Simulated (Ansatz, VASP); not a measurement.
K in VASP and in Ansatz

POSCAR

```
K
1.0
   -2.6699463634      2.6699463634      2.6699463634
    2.6699463634     -2.6699463634      2.6699463634
    2.6699463634      2.6699463634     -2.6699463634
K
1
Direct
    0.0000000000      0.0000000000      0.0000000000
```

INCAR.step1

```
PREC = Accurate ; ENCUT = 520
ISMEAR = 1 ; SIGMA = 0.2
LREAL = F ; LASPH = T
NELM = 80 ; NBANDS = 10
GGA = PE ; ALGO = Normal
EDIFF = 1E-4 ; LWAVE = T
LCHARG = F
```

The input INCAR.step2:

```
PREC = Accurate ; ENCUT = 520
EDIFF = 1E-6 ; ISMEAR = 1
SIGMA = 0.2 ; LREAL = F
LASPH = T ; NELM = 80
ALGO = Normal ; ISIF = 2
LWAVE = F ; LCHARG = T
METAGGA = R2SCAN ; LMIXTAU = T
LELF = T ; LVHAR = T
NBANDS = 10 ; ISTART = 1
```

The input KPOINTS:

```
regular mesh
0
Gamma
  8 8 8
```

Input for Ansatz:

```yaml
crystal:
  lattice:
    - [-2.6699463634, 2.6699463634, 2.6699463634]
    - [2.6699463634, -2.6699463634, 2.6699463634]
    - [2.6699463634, 2.6699463634, -2.6699463634]
  atoms:
    - { symbol: K, position: [0.0, 0.0, 0.0] }
hamiltonian:
  xc: r2scan
  pseudopotentials:
    kind: paw
    azcp:
      K: "pseudopotentials/K.paw.azcp"
basis:
  ecutwfc: 500
  fft_grid_basis: typed
kpoints:
  mp_grid: { grid: [8, 8, 8], shift: [0, 0, 0] }
magnetization:
  spin_polarized: false
scf:
  occupations: { method: cold, width: 0.2 }
  lower_state_search: "off"
output:
  stress: true
```

Alike in both runs: task single point; functional r2SCAN; k mesh 8 × 8 × 8; no spin polarisation.

|  | VASP | Ansatz |
| --- | --- | --- |
| version | VASP 6.6.1 | Ansatz 0.2.0 |
| potentials or method | VASP PAW PBE potentials, release 64 (K_sv), cutoff 520 eV | plane waves (500 eV) with PAW, scalar-relativistic |
| occupations | methfessel-paxton of order 1, width 0.2 eV | cold, width 0.2 eV |
| valence electrons in the cell | 9 | 9 |

```tsv
	VASP	Ansatz	Ansatz less VASP
pressure (GPa)	0.0	0.0	+0.02
```

VASP's potentials were made for PBE, not for r2SCAN.
